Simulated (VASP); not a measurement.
# SbS4 (P-43m) in VASP: a series of runs

Runs on SbS4. Level: PBE. Tasks: single point, relaxation of cell and atoms.

Program: VASP 6.6.1. These are calculated values, not measurements. Logs are shortened: lines on timing, memory, paths and dates and some standing lists are left out, and cuts for length are marked.

### 1 The cell of the first run

Symmetry: P-43m, No. 215, cubic system. Conventional cell: a = 4.836 Å, b = 4.836 Å, c = 4.836 Å, α = 90.00°, β = 90.00°, γ = 90.00°. Sb (site symmetry -43m) has 4 S at 2.43 Å within 3.2 Å. Within 3.2 Å of S (site symmetry 3m) lie 1 Sb at 2.43 Å and 3 S at 2.87 Å.

### 2 Single point, PBE

Contents of INCAR:

```
PREC = Accurate
ENCUT = 520
EDIFF = 1E-6
ISMEAR = 0
SIGMA = 0.1
LREAL = False
LASPH = True
NELM = 60
ALGO = Normal
ISIF = 2
LWAVE = False
LCHARG = False
GGA = PE
NBANDS = 22
```

Contents of KPOINTS:

```
Automatic mesh
0
Gamma
  4 4 4
```

Contents of POSCAR:

```
SbS4
1.0
    4.8356732254      0.0000000000      0.0000000000
    0.0000000000      4.8356732254      0.0000000000
    0.0000000000      0.0000000000      4.8356732254
Sb S
1 4
Direct
    0.0000000000      0.0000000000      0.0000000000
    0.2900861425      0.2900861425      0.2900861425
    0.7099138575      0.7099138575      0.2900861425
    0.2900861425      0.7099138575      0.7099138575
    0.7099138575      0.2900861425      0.7099138575
```

Potentials or basis: VASP PAW PBE potentials, release 64 (Sb, S).

Command:

```
> cat potpaw_PBE.64/Sb/POTCAR potpaw_PBE.64/S/POTCAR > POTCAR
> mpirun -np 1 vasp_std > vasp.out
```

OUTCAR:

```text
PREC = Accurate
   ENCUT = 520
   EDIFF = 1E-6
   ISMEAR = 0
   LREAL = False
   LASPH = True
   NELM = 60
   ISIF = 2
   GGA = PE

 ion  position               nearest neighbor table
   1  0.000  0.000  0.000-   2 2.43   3 2.43   4 2.43   5 2.43
   2  0.290  0.290  0.290-   1 2.43
   3  0.710  0.710  0.290-   1 2.43
   4  0.290  0.710  0.710-   1 2.43
   5  0.710  0.290  0.710-   1 2.43

  LATTYP: Found a simple cubic cell.
 ALAT       =     4.8356732254

  Lattice vectors:

 A1 = (   4.8356732254,   0.0000000000,   0.0000000000)
 A2 = (   0.0000000000,   4.8356732254,   0.0000000000)
 A3 = (   0.0000000000,   0.0000000000,   4.8356732254)

Analysis of symmetry for initial positions (statically):
=====================================================================
 Subroutine PRICEL returns:
 Original cell was already a primitive cell.

 Routine SETGRP: Setting up the symmetry group for a
 simple cubic supercell.

 Subroutine GETGRP returns: Found 24 space group operations
 (whereof 24 operations were pure point group operations)
 out of a pool of 48 trial point group operations.

The static configuration has the point symmetry T_d .

Analysis of symmetry for dynamics (positions and initial velocities):
=====================================================================
 Subroutine PRICEL returns:
 Original cell was already a primitive cell.

 Routine SETGRP: Setting up the symmetry group for a
 simple cubic supercell.

 Subroutine GETGRP returns: Found 24 space group operations
 (whereof 24 operations were pure point group operations)
 out of a pool of 48 trial point group operations.

The dynamic configuration has the point symmetry T_d .

 Subroutine INISYM returns: Found 24 space group operations
 (whereof 24 operations are pure point group operations),
 and found     1 'primitive' translations

----------------------------------------------------------------------------------------

                                     Primitive cell

  volume of cell :     113.0761

  direct lattice vectors                    reciprocal lattice vectors
[... 74 lines left out ...]
   LSORBIT =      F    spin-orbit coupling
   LASPH  =      T    aspherical Exc in radial PAW
   ENCUT  =  520.0 eV  38.22 Ry    6.18 a.u.   8.99  8.99  8.99*2*pi/ulx,y,z
   NELM   =     60;   NELMIN=  2; NELMDL= -5     # of ELM steps
   EDIFF  = 0.1E-05   stopping-criterion for ELM
   LREAL  =      F    real-space projection
   EDIFFG = 0.1E-04   stopping-criterion for IOM
   NSW    =      0    number of steps for IOM
   IBRION =     -1    ionic relax: 0-MD 1-quasi-New 2-CG
   NFREE  =      0    steps in history (QN), initial steepest desc. (CG)
   ISIF   =      2    stress and relaxation
   ISYM   =      2    0-nonsym 1-usesym 2-fastsym
   POTIM  = 0.5000    time-step for ionic-motion
   TEBEG  =    0.0;   TEEND  =   0.0 temperature during run
   PSTRESS=    0.0 pullay stress
   NELECT =      29.0000    total number of electrons
   NUPDOWN=      -1.0000    fix difference up-down
   EMIN   =  10.00;   EMAX   =-10.00  energy-range for DOS
   EFERMI =   0.00;   METHOD = LEGACY
   ISMEAR =     0;   SIGMA  =   0.10  broadening in eV -4-tet -1-fermi 0-gaus
   EFERMI_NEDOS =   21; number of points for ismear=-14 and -15
   IALGO  =     38    algorithm
   IMIX   =      4    mixing-type and parameters
     AMIX     =   0.40;   BMIX     =  1.00
     AMIX_MAG =   1.60;   BMIX_MAG =  1.00
  volume/ion in A,a.u.               =      22.62       152.62
  Fermi-wavevector in a.u.,A,eV,Ry     =   1.040121  1.965544 14.719487  1.081852
  Thomas-Fermi vector in A             =   2.174682
   LORBIT       =      0    0 simple, 1 ext, 2 COOP (PROOUT), +10 PAW based schemes
   GGA     = PE    functional components
   LHFCALC =     F    Hartree Fock is set to
   AEXX    =    0.0000 exact exchange contribution
   IVDW    =     0    specifies the selected vdW correction
   LEPSILON=     F    determine dielectric tensor
   LRPA    =     F    only Hartree local field effects (RPA)
 non-spin polarized calculation
 Gauss-broadening in eV      SIGMA  =   0.10
  energy-cutoff  :      520.00
  volume of cell :      113.08
 maximum number of plane-waves:      3112
 NGX is ok and might be reduce to    36
   NGX = 17   NGY = 17   NGZ = 17

 number of electron      28.9999994 magnetization

 Free energy of the ion-electron system (eV)
  ---------------------------------------------------
  ext. energy  EPLUGINS =         0.00000000
  ---------------------------------------------------
  free energy    TOTEN  =       -17.30897830 eV

  energy without entropy =      -17.28798243  energy(sigma->0) =      -17.29848036

 E-fermi :   4.3934     XC(G=0):  -9.5902

 val. band max:        4.3725272659   @ k =   0.2500   0.2500   0.2500
 cond. band min:       4.5266664279   @ k =   0.5000   0.5000   0.2500
 fundamental gap:      0.1541391619
 Fermi energy:         4.3934257763

 k-point     1 :       0.0000    0.0000    0.0000
  band No.  band energies     occupation
      1      -9.9632      2.00000
      2      -7.0529      2.00000
      3      -7.0529      2.00000
      4      -7.0529      2.00000
      5      -4.6335      2.00000
      6       0.8347      2.00000
[... 239 lines left out ...]
     21      12.2108      0.00000
     22      12.2108      0.00000

------------------------ aborting loop because EDIFF is reached ----------------------------------------

  FORCE on cell =-STRESS in cart. coord.  units (eV):
  Direction    XX          YY          ZZ          XY          YZ          ZX
  --------------------------------------------------------------------------------------
  -------------------------------------------------------------------------------------
  Total       -0.1339436     -0.1339436     -0.1339436      0.0000000      0.0000000     -0.0000000
  in kB       -1.8978486     -1.8978486     -1.8978486      0.0000000      0.0000000     -0.0000000
  external PRESSURE =      -1.8978486 kB  Pullay stress =       0.0000000 kB

 VOLUME and BASIS-vectors are now :
 -----------------------------------------------------------------------------
  energy-cutoff  :      520.00
  volume of cell :      113.08
      direct lattice vectors                 reciprocal lattice vectors
     4.835673225  0.000000000  0.000000000     0.206796438  0.000000000  0.000000000
     0.000000000  4.835673225  0.000000000     0.000000000  0.206796438  0.000000000
     0.000000000  0.000000000  4.835673225     0.000000000  0.000000000  0.206796438

 POSITION                                       TOTAL-FORCE (eV/Angst)
 -----------------------------------------------------------------------------------
      0.00000      0.00000      0.00000        -0.000000      0.000000      0.000000
      1.40276      1.40276      1.40276        -0.003945     -0.003945     -0.003945
      3.43291      3.43291      1.40276         0.003945      0.003945     -0.003945
      1.40276      3.43291      3.43291        -0.003945      0.003945      0.003945
      3.43291      1.40276      3.43291         0.003945     -0.003945      0.003945
 -----------------------------------------------------------------------------------
    total drift:                               -0.000000     -0.000000      0.000000

  FREE ENERGIE OF THE ION-ELECTRON SYSTEM (eV)
  ---------------------------------------------------
  free  energy   TOTEN  =       -17.3089782991 eV

  energy  without entropy=      -17.2879824284  energy(sigma->0) =      -17.29848036
```

OSZICAR:

```text
N       E                     dE             d eps       ncg     rms          rms(c)
DAV:   1     0.151663077119E+03    0.15166E+03   -0.11541E+04   440   0.108E+03
DAV:   2    -0.612508719364E+01   -0.15779E+03   -0.15315E+03   598   0.190E+02
DAV:   3    -0.175617044973E+02   -0.11437E+02   -0.11187E+02   538   0.573E+01
DAV:   4    -0.177535715132E+02   -0.19187E+00   -0.19150E+00   518   0.873E+00
DAV:   5    -0.177578186832E+02   -0.42472E-02   -0.42463E-02   550   0.130E+00    0.122E+01
DAV:   6    -0.173434899745E+02    0.41433E+00   -0.50354E-01   476   0.379E+00    0.820E+00
DAV:   7    -0.173113407792E+02    0.32149E-01   -0.28170E-01   518   0.235E+00    0.157E+00
DAV:   8    -0.173087886644E+02    0.25521E-02   -0.21939E-02   500   0.856E-01    0.750E-01
DAV:   9    -0.173089429732E+02   -0.15431E-03   -0.36107E-03   536   0.330E-01    0.177E-01
DAV:  10    -0.173089425136E+02    0.45959E-06   -0.24371E-04   524   0.860E-02    0.628E-02
DAV:  11    -0.173089705646E+02   -0.28051E-04   -0.20244E-05   524   0.308E-02    0.196E-02
DAV:  12    -0.173089781935E+02   -0.76289E-05   -0.88024E-06   518   0.189E-02    0.147E-02
DAV:  13    -0.173089782991E+02   -0.10562E-06   -0.43524E-07   346   0.390E-03
   1 F= -.17308978E+02 E0= -.17298480E+02  d E =-.209959E-01
```

stdout:

```text
POSCAR found type information on POSCAR SbS
 POSCAR found :  2 types and       5 ions
 scaLAPACK will be used
 LDA part: xc-table for (Slater+PW92), standard interpolation
 POSCAR, INCAR and KPOINTS ok, starting setup
 FFT: planning ... GRIDC
 FFT: planning ... GRID_SOFT
 FFT: planning ... GRID
 WAVECAR not read
 entering main loop
```

It took 16 s on 1 thread of Intel Xeon Platinum 8488C (Sapphire Rapids), shared host; peak memory 0.2 GiB.

Results:

- Free energy: -17.3090 eV
- Pressure: -0.2 GPa
- Largest force: 0.007 eV/Å

Forces in eV/Å, atoms in the order of the input:
```
Sb   0.000  0.000  0.000
S   -0.004 -0.004 -0.004
S    0.004  0.004 -0.004
S   -0.004  0.004  0.004
S    0.004 -0.004  0.004
```

Levels at points of the mesh, in eV from the Fermi level:
```tsv
k point	band 12	band 13	band 14	band 15	band 16	band 17
(0.00, 0.00, 0.00)	-0.53	-0.53	-0.53	0.40	0.40	0.40
(0.50, 0.00, 0.00)	-1.84	-0.67	-0.67	-0.22	-0.22	2.37
(0.50, 0.50, 0.00)	-2.25	-0.30	-0.08	-0.08	0.75	2.67
(0.50, 0.50, 0.50)	-0.37	-0.11	-0.11	0.59	0.59	0.59
```

Caveat: spin-orbit coupling is left out, which moves the levels of the heavy elements.

### 3 Single point, PBE

This run uses another cell than the first one, of 27.19 Å³/atom, 1.202 times its volume.

Contents of INCAR:

```
PREC = Accurate
ENCUT = 520
EDIFF = 1E-6
ISMEAR = 0
SIGMA = 0.1
LREAL = F
LASPH = T
NELM = 60
ALGO = Normal
ISIF = 2
LWAVE = F
LCHARG = F
GGA = PE
NBANDS = 22
```

KPOINTS is that of step 2.

Contents of POSCAR:

```
SbS4
1.0
    5.1416883000      0.0000000000      0.0000000000
    0.0000000000      5.1416883000      0.0000000000
    0.0000000000      0.0000000000      5.1416883000
Sb S
1 4
Direct
    0.0000000000      0.0000000000      0.0000000000
    0.2500000000      0.2500000000      0.2500000000
    0.7500000000      0.7500000000      0.2500000000
    0.2500000000      0.7500000000      0.7500000000
    0.7500000000      0.2500000000      0.7500000000
```

Potentials or basis: VASP PAW PBE potentials, release 64 (Sb, S).

Command:

```
> cat potpaw_PBE.64/Sb/POTCAR potpaw_PBE.64/S/POTCAR > POTCAR
> mpirun -np 1 vasp_std > vasp.out
```

Run time: 23 s. Hardware: 1 thread of Intel Xeon Platinum 8488C (Sapphire Rapids), shared host; peak memory 0.23 GiB.

It converged, with:

```yaml
Free_energy: -16.3374 eV
Pressure: 7.3 GPa
```

Levels at points of the mesh, in eV from the Fermi level:
| k point | band 12 | band 13 | band 14 | band 15 | band 16 | band 17 |
| --- | --- | --- | --- | --- | --- | --- |
| (0.00, 0.00, 0.00) | -0.53 | -0.53 | 0.32 | 0.32 | 0.32 | 2.41 |
| (0.50, 0.00, 0.00) | -1.37 | -0.43 | -0.43 | -0.12 | -0.12 | 4.01 |
| (0.50, 0.50, 0.00) | -1.05 | -0.32 | -0.32 | 0.06 | 0.30 | 4.10 |
| (0.50, 0.50, 0.50) | 0.13 | 0.13 | 0.27 | 0.27 | 0.27 | 2.49 |

Caveat: spin-orbit coupling is left out, which moves the levels of the heavy elements.

(Part 1 of 3 ends here.)
